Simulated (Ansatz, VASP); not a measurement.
**IrF in VASP and in Ansatz**

```
Ir F
1.0
     2.96454    0.00000    0.00000
     0.00000    2.96454    0.00000
     0.00000    0.00000    2.96454
Ir F
1 1
Direct
  0.00000 0.00000 0.00000
  0.50000 0.50000 0.50000
```

Change from the starting cell: species swapped into the NaCl type (Pm-3m, No. 221).

Alike in both runs: functional PBE; k mesh 18 × 18 × 18; occupations gaussian, width 0.1 eV; collinear spin.

Ansatz relaxed the structure, and its values are those at the end. VASP's run is a single point on that final structure, the one shown.

```csv
,VASP,Ansatz
version,VASP 6.6.1,Ansatz 0.2.0
potentials or method,"VASP PAW PBE potentials, release 64 (Ir, F), cutoff 520 eV","scalar-relativistic, plane waves, PAW"
valence electrons in the cell,16,24
```

|  | VASP | Ansatz | Ansatz less VASP |
| --- | --- | --- | --- |
| gap on the k mesh at the Fermi level (eV) | none | none | - |
| pressure (GPa) | -0.4 | 0.0 | +0.33 |
| net moment per atom (μB) | 0.96 | 0.97 | +0.002 |
| size of the moment on the site where the two differ most (μB) | 1.68 | 1.53 | -0.150 |

Site moments also hang on the region over which each program counts them. A gap of «none» marks a metal or a gap that the smearing closes. The functional is the same, so the differences come from potentials, cutoffs and numerics. VASP's potentials hold 16 valence electrons a cell and Ansatz's 24, so a difference there can come from the potentials and not from the codes.

Spin-orbit coupling is off throughout.
